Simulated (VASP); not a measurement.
A run of VASP 6.6.1:

File POSCAR:

```
SnO2
1.0
    1.5546365954      0.8975698569      4.6406472695
   -1.5546365954      0.8975698569      4.6406472695
    0.0000000000     -1.7951397137      4.6406472695
Sn O
1 2
Direct
    0.5000000000      0.5000000000      0.5000000000
    0.2412464623      0.2412464623      0.2412464623
    0.7587535377      0.7587535377      0.7587535377
```

INCAR.step1

```
PREC     = Accurate       # precision mode
ENCUT    = 520            # plane-wave cutoff, eV
ISMEAR   = 0              # smearing method
SIGMA    = 0.05           # smearing width, eV
LREAL    = F              # projectors in reciprocal space
LASPH    = T              # aspherical terms in the spheres
NELM     = 80             # most SCF steps
NBANDS   = 20             # bands
GGA      = PE             # functional
ALGO     = Normal         # electronic algorithm
EDIFF    = 1E-4           # SCF threshold, eV
LWAVE    = T              # write WAVECAR
LCHARG   = F              # write CHGCAR
```

File INCAR.step2:

```
PREC     = Accurate       # precision mode
ENCUT    = 520            # plane-wave cutoff, eV
EDIFF    = 1E-6           # SCF threshold, eV
ISMEAR   = 0              # smearing method
SIGMA    = 0.05           # smearing width, eV
LREAL    = F              # projectors in reciprocal space
LASPH    = T              # aspherical terms in the spheres
NELM     = 80             # most SCF steps
ALGO     = Normal         # electronic algorithm
ISIF     = 2              # what is computed and relaxed
LWAVE    = F              # write WAVECAR
LCHARG   = F              # write CHGCAR
METAGGA  = R2SCAN         # meta-GGA
LMIXTAU  = T            
NBANDS   = 20             # bands
ISTART   = 1
```

KPOINTS

```
regular mesh
0
Gamma
  12 12 12
```

Potentials or basis: VASP PAW PBE potentials, release 64 (Sn_d, O).

Command:

```bash
$ cat potpaw_PBE.64/Sn_d/POTCAR potpaw_PBE.64/O/POTCAR > POTCAR
$ cp INCAR.step1 INCAR
$ mpirun -np 1 vasp_std > vasp.out
$ cp INCAR.step2 INCAR
$ mpirun -np 1 vasp_std > vasp.out
```

Hardware: 1 thread of AMD EPYC 7R43 64-Core Processor (Zen 3), with other jobs on the host.

Question: How long does it take, and how much memory?

Answer: Run time: 29 min on 1 thread of AMD EPYC 7R43 64-Core Processor (Zen 3), with other jobs on the host, peak memory 0.3 GiB. Counts: k points 189.
